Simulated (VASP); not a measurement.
# C (P6_3/mmc) in VASP: a series of runs

C is run at these levels: PBE+D3(BJ); tasks: single point.

Program: VASP 6.6.1. These are calculated values, not measurements. Logs are shortened: lines on timing, memory, paths and dates and some standing lists are left out, and cuts for length are marked.

**1. The cell of the first run**

It takes space group P6_3/mmc (No. 194, hexagonal). The conventional cell has a = 2.456 Å, b = 2.456 Å, c = 6.696 Å, α = 90.00°, β = 90.00°, γ = 120.00°. Within 1.9 Å of C (site symmetry -6m2) lie 3 C at 1.42 Å. C (site symmetry -6m2) has 3 C at 1.42 Å within 1.9 Å.

**2. Single point, PBE+D3(BJ)**

INCAR reads:

```
PREC = Accurate
ENCUT = 600
EDIFF = 1E-6
ISMEAR = 0
SIGMA = 0.1
LREAL = False
LASPH = True
NELM = 120
ALGO = Normal
ISIF = 2
LWAVE = False
LCHARG = False
GGA = PE
IVDW = 12
NBANDS = 16
GGA_COMPAT = False
```

KPOINTS reads:

```
regular mesh
0
Gamma
  6 6 2
```

POSCAR reads:

```
C
1.0
    2.4560000000      0.0000000000      0.0000000000
   -1.2280000000      2.1269583917      0.0000000000
    0.0000000000      0.0000000000      6.6960000000
C
4
Direct
    0.0000000000      0.0000000000      0.7500000000
    0.0000000000      0.0000000000      0.2500000000
    0.3333333333      0.6666666667      0.7500000000
    0.6666666667      0.3333333333      0.2500000000
```

Potentials or basis: VASP PAW PBE potentials, release 64 (C).

Run with:

```console
$ cat potpaw_PBE.64/C/POTCAR > POTCAR
$ mpirun -np 1 vasp_std > vasp.out
```

OUTCAR:

```text
PREC = Accurate
   ENCUT = 600
   EDIFF = 1E-6
   ISMEAR = 0
   LREAL = False
   LASPH = True
   NELM = 120
   ISIF = 2
   GGA = PE
   IVDW = 12
 IVDW          = 12

 ion  position               nearest neighbor table
   1  0.000  0.000  0.750-   3 1.42   3 1.42   3 1.42
   2  0.000  0.000  0.250-   4 1.42   4 1.42   4 1.42
   3  0.333  0.667  0.750-   1 1.42   1 1.42   1 1.42
   4  0.667  0.333  0.250-   2 1.42   2 1.42   2 1.42

  LATTYP: Found a hexagonal cell.
 ALAT       =     2.4560000000
 C/A-ratio  =     2.7263843648

  Lattice vectors:

 A1 = (   2.4560000000,   0.0000000000,   0.0000000000)
 A2 = (  -1.2280000000,   2.1269583917,   0.0000000000)
 A3 = (   0.0000000000,   0.0000000000,   6.6960000000)

Analysis of symmetry for initial positions (statically):
=====================================================================
 Subroutine PRICEL returns:
 Original cell was already a primitive cell.

 Routine SETGRP: Setting up the symmetry group for a
 hexagonal supercell.

 Subroutine GETGRP returns: Found 24 space group operations
 (whereof 12 operations were pure point group operations)
 out of a pool of 24 trial point group operations.

The static configuration has the point symmetry D_3d.
 The point group associated with its full space group is D_6h.

Analysis of symmetry for dynamics (positions and initial velocities):
=====================================================================
 Subroutine PRICEL returns:
 Original cell was already a primitive cell.

 Routine SETGRP: Setting up the symmetry group for a
 hexagonal supercell.

 Subroutine GETGRP returns: Found 24 space group operations
 (whereof 12 operations were pure point group operations)
 out of a pool of 24 trial point group operations.

The dynamic configuration has the point symmetry D_3d.
 The point group associated with its full space group is D_6h.

 Subroutine INISYM returns: Found 24 space group operations
 (whereof 12 operations are pure point group operations),
 and found     1 'primitive' translations

----------------------------------------------------------------------------------------

                                     Primitive cell

  volume of cell :      34.9786

  direct lattice vectors                    reciprocal lattice vectors
     2.456000000  0.000000000  0.000000000     0.407166124  0.235077471  0.000000000
    -1.228000000  2.126958392  0.000000000     0.000000000  0.470154942  0.000000000
     0.000000000  0.000000000  6.696000000     0.000000000  0.000000000  0.149342891

  length of vectors
     2.456000000  2.456000000  6.696000000     0.470154942  0.470154942  0.149342891

  position of ions in fractional coordinates (direct lattice)
     0.000000000  0.000000000  0.750000000
     0.000000000  0.000000000  0.250000000
     0.333333333  0.666666667  0.750000000
     0.666666667  0.333333333  0.250000000

  ion indices of the primitive-cell ions
   primitive index   ion index
                 1           1
                 2           2
                 3           3
                 4           4

----------------------------------------------------------------------------------------

 KPOINTS: regular mesh

Automatic generation of k-mesh.
 Grid dimensions read from file:
 generate k-points for:    6    6    2

 Generating k-lattice:

  Cartesian coordinates                     Fractional coordinates (reciprocal lattice)
     0.067861021  0.039179579  0.000000000     0.166666667  0.000000000  0.000000000
     0.000000000  0.078359157  0.000000000     0.000000000  0.166666667  0.000000000
     0.000000000  0.000000000  0.074671446     0.000000000  0.000000000  0.500000000

  Length of vectors
     0.078359157  0.078359157  0.074671446

  Shift w.r.t. Gamma in fractional coordinates (k-lattice)
     0.000000000  0.000000000  0.000000000

 Subroutine IBZKPT returns following result:
 ===========================================

 Found     14 irreducible k-points:

 Following reciprocal coordinates:
            Coordinates               Weight
  0.000000  0.000000  0.000000      1.000000
  0.166667 -0.000000  0.000000      6.000000
  0.333333 -0.000000  0.000000      6.000000
  0.500000 -0.000000  0.000000      3.000000
  0.166667  0.166667  0.000000      6.000000
  0.333333  0.166667  0.000000     12.000000
  0.333333  0.333333  0.000000      2.000000
  0.000000  0.000000  0.500000      1.000000
  0.166667 -0.000000  0.500000      6.000000
  0.333333 -0.000000  0.500000      6.000000
  0.500000 -0.000000  0.500000      3.000000
  0.166667  0.166667  0.500000      6.000000
  0.333333  0.166667  0.500000     12.000000
  0.333333  0.333333  0.500000      2.000000
   k-points           NKPTS =     14   k-points in BZ     NKDIM =     14   number of bands    NBANDS=     16
   number of dos      NEDOS =    301   number of ions     NIONS =      4
   total plane-waves  NPLWV =  21600
   dimension x,y,z NGX =    20 NGY =   20 NGZ =   54
   dimension x,y,z NGXF=    40 NGYF=   40 NGZF=  108
   ions per type =               4
   NGX,Y,Z   is equivalent  to a cutoff of  13.54, 13.54, 13.41 a.u.
   NGXF,Y,Z  is equivalent  to a cutoff of  27.08, 27.08, 26.81 a.u.
 SYSTEM =  unknown system
   PREC   = accura    normal or accurate (medium, high low for compatibility)
   ISTART =      0    job   : 0-new  1-cont  2-samecut
   ICHARG =      2    charge: 1-file 2-atom 10-const
   ISPIN  =      1    spin polarized calculation?
   LNONCOLLINEAR =      F non collinear calculations
   LSORBIT =      F    spin-orbit coupling
   LASPH  =      T    aspherical Exc in radial PAW
   ENCUT  =  600.0 eV  44.10 Ry    6.64 a.u.   4.91  4.91 13.37*2*pi/ulx,y,z
   NELM   =    120;   NELMIN=  2; NELMDL= -5     # of ELM steps
   EDIFF  = 0.1E-05   stopping-criterion for ELM
   LREAL  =      F    real-space projection
   EDIFFG = 0.1E-04   stopping-criterion for IOM
   NSW    =      0    number of steps for IOM
   IBRION =     -1    ionic relax: 0-MD 1-quasi-New 2-CG
   NFREE  =      0    steps in history (QN), initial steepest desc. (CG)
   ISIF   =      2    stress and relaxation
   ISYM   =      2    0-nonsym 1-usesym 2-fastsym
   POTIM  = 0.5000    time-step for ionic-motion
   TEBEG  =    0.0;   TEEND  =   0.0 temperature during run
   PSTRESS=    0.0 pullay stress
   NELECT =      16.0000    total number of electrons
   NUPDOWN=      -1.0000    fix difference up-down
   EMIN   =  10.00;   EMAX   =-10.00  energy-range for DOS
   EFERMI =   0.00;   METHOD = LEGACY
   ISMEAR =     0;   SIGMA  =   0.10  broadening in eV -4-tet -1-fermi 0-gaus
   EFERMI_NEDOS =   21; number of points for ismear=-14 and -15
   IALGO  =     38    algorithm
   IMIX   =      4    mixing-type and parameters
     AMIX     =   0.40;   BMIX     =  1.00
     AMIX_MAG =   1.60;   BMIX_MAG =  1.00
  volume/ion in A,a.u.               =       8.74        59.01
  Fermi-wavevector in a.u.,A,eV,Ry     =   1.261384  2.383670 21.648079  1.591089
  Thomas-Fermi vector in A             =   2.394846
   LORBIT       =      0    0 simple, 1 ext, 2 COOP (PROOUT), +10 PAW based schemes
   GGA     = PE    functional components
   LHFCALC =     F    Hartree Fock is set to
   AEXX    =    0.0000 exact exchange contribution
   IVDW    =    12    specifies the selected vdW correction
   LEPSILON=     F    determine dielectric tensor
   LRPA    =     F    only Hartree local field effects (RPA)
 non-spin polarized calculation
 Gauss-broadening in eV      SIGMA  =   0.10
  energy-cutoff  :      600.00
  volume of cell :       34.98
 maximum number of plane-waves:      1194
 NGX is ok and might be reduce to    20
   NGX =  9   NGY =  9   NGZ = 27

 number of electron      16.0000002 magnetization

 Free energy of the ion-electron system (eV)
  ---------------------------------------------------
  ext. energy  EPLUGINS =         0.00000000
  ---------------------------------------------------
  free energy    TOTEN  =       -36.76589968 eV

  energy without entropy =      -36.75667311  energy(sigma->0) =      -36.76128640

 E-fermi :   4.7544     XC(G=0): -10.3605

 val. band max:        4.7541226073   @ k =   0.3333   0.3333   0.5000
 cond. band min:       4.7714816849   @ k =   0.3333   0.3333   0.5000
 fundamental gap:      0.0173590776
 Fermi energy:         4.7544245896

 k-point     1 :       0.0000    0.0000    0.0000
  band No.  band energies     occupation
      1     -14.9812      2.00000
      2     -14.6780      2.00000
      3      -3.8327      2.00000
      4      -1.8527      2.00000
      5       1.7471      2.00000
      6       1.7471      2.00000
[... 8 lines left out ...]
     15      16.2510      0.00000
     16      16.4645      0.00000

 k-point     2 :       0.1667   -0.0000    0.0000
  band No.  band energies     occupation
      1     -14.3158      2.00000
      2     -14.0247      2.00000
      3      -3.0253      2.00000
      4      -1.1000      2.00000
      5      -0.5786      2.00000
      6      -0.5140      2.00000
[... 8 lines left out ...]
     15      15.7717      0.00000
     16      15.9606      0.00000

 k-point     3 :       0.3333   -0.0000    0.0000
  band No.  band energies     occupation
      1     -12.3532      2.00000
      2     -12.0974      2.00000
      3      -4.9457      2.00000
      4      -4.8112      2.00000
      5      -1.0447      2.00000
      6      -0.9924      2.00000
[... 8 lines left out ...]
     15      19.8538      0.00000
     16      21.1797      0.00000
[... 172 lines left out ...]
 k-point    13 :       0.3333    0.1667    0.5000
  band No.  band energies     occupation
      1     -10.3656      2.00000
      2     -10.3656      2.00000
      3      -6.6634      2.00000
      4      -6.6634      2.00000
      5      -3.3040      2.00000
      6      -3.3040      2.00000
[... 8 lines left out ...]
     15      18.8036      0.00000
     16      18.8036      0.00000

 k-point    14 :       0.3333    0.3333    0.5000
  band No.  band energies     occupation
      1      -7.8484      2.00000
      2      -7.8484      2.00000
      3      -7.8429      2.00000
      4      -7.8429      2.00000
      5      -5.8584      2.00000
      6      -5.8584      2.00000
[... 8 lines left out ...]
     15      19.6142      0.00000
     16      19.6734      0.00000

------------------------ aborting loop because EDIFF is reached ----------------------------------------

 Edisp (eV)   -0.62732

 E8    (eV) :    -0.1778

  FORCE on cell =-STRESS in cart. coord.  units (eV):
  Direction    XX          YY          ZZ          XY          YZ          ZX
  --------------------------------------------------------------------------------------
  -------------------------------------------------------------------------------------
  Total       1.23180     1.23180    -0.10056     0.00000     0.00000    -0.00000
  in kB      56.42171    56.42171    -4.60615     0.00000     0.00000    -0.00000
  external pressure =       36.08 kB  Pullay stress =        0.00 kB

 VOLUME and BASIS-vectors are now :
 -----------------------------------------------------------------------------
  energy-cutoff  :      600.00
  volume of cell :       34.98
      direct lattice vectors                 reciprocal lattice vectors
     2.456000000  0.000000000  0.000000000     0.407166124  0.235077471  0.000000000
    -1.228000000  2.126958392  0.000000000     0.000000000  0.470154942  0.000000000
     0.000000000  0.000000000  6.696000000     0.000000000  0.000000000  0.149342891

 POSITION                                       TOTAL-FORCE (eV/Angst)
 -----------------------------------------------------------------------------------
      0.00000      0.00000      5.02200         0.000000     -0.000000      0.000000
      0.00000      0.00000      1.67400        -0.000000      0.000000      0.000000
     -0.00000      1.41797      5.02200        -0.000000     -0.000000     -0.000000
      1.22800      0.70899      1.67400         0.000000      0.000000      0.000000
 -----------------------------------------------------------------------------------
    total drift:                                0.000000     -0.000000     -0.000000

  FREE ENERGIE OF THE ION-ELECTRON SYSTEM (eV)
  ---------------------------------------------------
  free  energy   TOTEN  =       -37.3932233483 eV

  energy  without entropy=      -37.3839967764  energy(sigma->0) =      -37.38861006
```

Run time: 4.7 s. Hardware: 1 thread of Intel Xeon 6975P-C (Granite Rapids), shared host; peak memory 0.15 GiB.

Results:

```
Free energy                : -37.3932 eV
Pressure                   : 3.6 GPa
Band gap on the k mesh     : zero (band 8 reaches 4.75 eV, above the bottom of band 9 at 4.74 eV)
Dispersion energy per atom : -0.157 eV
```

Caveat: the k points lie up to 0.49 Å⁻¹ apart.

**3. Single point, PBE+D3(BJ)**

INCAR reads:

```
SYSTEM = C
PREC = Accurate
ENCUT = 600
EDIFF = 1E-6
ISMEAR = 0
SIGMA = 0.1
LREAL = .FALSE.
LASPH = .TRUE.
NELM = 120
ALGO = Normal
ISIF = 2
LWAVE = .FALSE.
LCHARG = .TRUE.
GGA = PE
IVDW = 12
LELF = .TRUE.
LVHAR = .TRUE.
NBANDS = 16
GGA_COMPAT = .FALSE.
```

KPOINTS reads:

```
Automatic mesh
0
G
  9 9 4
  0 0 0
```

POSCAR is that of step 2.

Potentials or basis: VASP PAW PBE potentials, release 64 (C).

Run with:

```console
$ cat potpaw_PBE.64/C/POTCAR > POTCAR
$ mpirun -np 1 vasp_std > vasp.out
```

OUTCAR:

```text
SYSTEM = C
   PREC = Accurate
   ENCUT = 600
   EDIFF = 1E-6
   ISMEAR = 0
   LREAL = .FALSE.
   LASPH = .TRUE.
   NELM = 120
   ISIF = 2
   GGA = PE
   IVDW = 12
 IVDW          = 12

 ion  position               nearest neighbor table
   1  0.000  0.000  0.750-   3 1.42   3 1.42   3 1.42
   2  0.000  0.000  0.250-   4 1.42   4 1.42   4 1.42
   3  0.333  0.667  0.750-   1 1.42   1 1.42   1 1.42
   4  0.667  0.333  0.250-   2 1.42   2 1.42   2 1.42

  LATTYP: Found a hexagonal cell.
[... 658 lines left out ...]

 E8    (eV) :    -0.1778

  FORCE on cell =-STRESS in cart. coord.  units (eV):
  Direction    XX          YY          ZZ          XY          YZ          ZX
  --------------------------------------------------------------------------------------
  -------------------------------------------------------------------------------------
  Total       1.14318     1.14318    -0.07035     0.00000     0.00000     0.00000
  in kB      52.36272    52.36272    -3.22255     0.00000     0.00000     0.00000
  external pressure =       33.83 kB  Pullay stress =        0.00 kB

 VOLUME and BASIS-vectors are now :
 -----------------------------------------------------------------------------
  energy-cutoff  :      600.00
  volume of cell :       34.98
      direct lattice vectors                 reciprocal lattice vectors
     2.456000000  0.000000000  0.000000000     0.407166124  0.235077471  0.000000000
    -1.228000000  2.126958392  0.000000000     0.000000000  0.470154942  0.000000000
     0.000000000  0.000000000  6.696000000     0.000000000  0.000000000  0.149342891

 POSITION                                       TOTAL-FORCE (eV/Angst)
 -----------------------------------------------------------------------------------
      0.00000      0.00000      5.02200        -0.000000      0.000000     -0.000000
      0.00000      0.00000      1.67400         0.000000     -0.000000      0.000000
     -0.00000      1.41797      5.02200         0.000000      0.000000      0.000000
      1.22800      0.70899      1.67400        -0.000000     -0.000000     -0.000000
 -----------------------------------------------------------------------------------
    total drift:                                0.000000     -0.000000     -0.000000

  FREE ENERGIE OF THE ION-ELECTRON SYSTEM (eV)
  ---------------------------------------------------
  free  energy   TOTEN  =       -37.4565196491 eV

  energy  without entropy=      -37.4530764259  energy(sigma->0) =      -37.45479804
```

stdout:

```text
POSCAR found type information on POSCAR C
 POSCAR found :  1 types and       4 ions
 scaLAPACK will be used
 LDA part: xc-table for (Slater+PW92), standard interpolation
 POSCAR, INCAR and KPOINTS ok, starting setup
 FFT: planning ... GRIDC
 FFT: planning ... GRID_SOFT
 FFT: planning ... GRID
 WAVECAR not read
 entering main loop
```

Wall time 9.2 s (1 thread of Intel Xeon 6975P-C (Granite Rapids), shared host); peak memory 0.16 GiB.

What came out:

| Item | Value |
| --- | --- |
| Free energy | -37.4565 eV |
| Pressure | 3.4 GPa |
| Band gap on the k mesh | zero (band 8 reaches 4.76 eV, above the bottom of band 9 at 4.74 eV) |
| Dispersion energy per atom | -0.157 eV |

Stress tensor (GPa, compression positive):
```
 5.24  0.00  0.00
 0.00  5.24  0.00
 0.00  0.00 -0.32
```

**4. Single point, PBE+D3(BJ)**

INCAR reads:

```
SYSTEM = C
  PREC = Accurate
  ENCUT = 600
  EDIFF = 1E-6
  ISMEAR = 0
  SIGMA = 0.1
  LREAL = .FALSE.
  LASPH = .TRUE.
  NELM = 120
  ALGO = Normal
  ISIF = 2
  LWAVE = .FALSE.
  LCHARG = .FALSE.
  GGA = PE
  IVDW = 12
  NBANDS = 16
  GGA_COMPAT = .FALSE.
```

KPOINTS reads:

```
Automatic mesh
0
G
  15 15 4
  0 0 0
```

POSCAR is that of step 3.

Run with:

```console
$ cat potpaw_PBE.64/C/POTCAR > POTCAR
$ mpirun -np 1 vasp_std > vasp.out
```

Run time: 18 s. Hardware: 1 thread of Intel Xeon 6975P-C (Granite Rapids), shared host; peak memory 0.18 GiB.

Results (log left out):

- Free energy: -37.4720 eV
- Pressure: 3.3 GPa
- Band gap on the k mesh: zero (band 8 reaches 4.76 eV, above the bottom of band 9 at 4.74 eV)
- Dispersion energy per atom: -0.157 eV

Stress tensor (GPa, compression positive):
```
 5.09  0.00  0.00
 0.00  5.09  0.00
 0.00  0.00 -0.17
```

Levels at points of the mesh, in eV from the Fermi level:
```tsv
k point	band 5	band 6	band 7	band 8	band 9	band 10	band 11	band 12
(0.00, 0.00, 0.00)	-3.01	-3.01	-2.99	-2.99	4.27	8.40	8.40	8.45
(0.00, 0.00, 0.50)	-3.00	-3.00	-3.00	-3.00	6.92	6.92	8.43	8.43
```

**5. Overview**

| k mesh | gap on the mesh (eV) | pressure (GPa) |
| --- | --- | --- |
| 6 × 6 × 2 | none | 3.6 |
| 9 × 9 × 4 | none | 3.4 |
| 15 × 15 × 4 | none | 3.3 |

Alike in all rows: task single point; level PBE+D3(BJ); potentials or basis VASP PAW PBE potentials, release 64 (C); no spin polarisation; cell as given; cutoff (eV) 600; smearing gaussian 0.1 eV.

Caveats: some runs use coarse meshes.

Absolute energies hang on the potentials; compare differences alone.
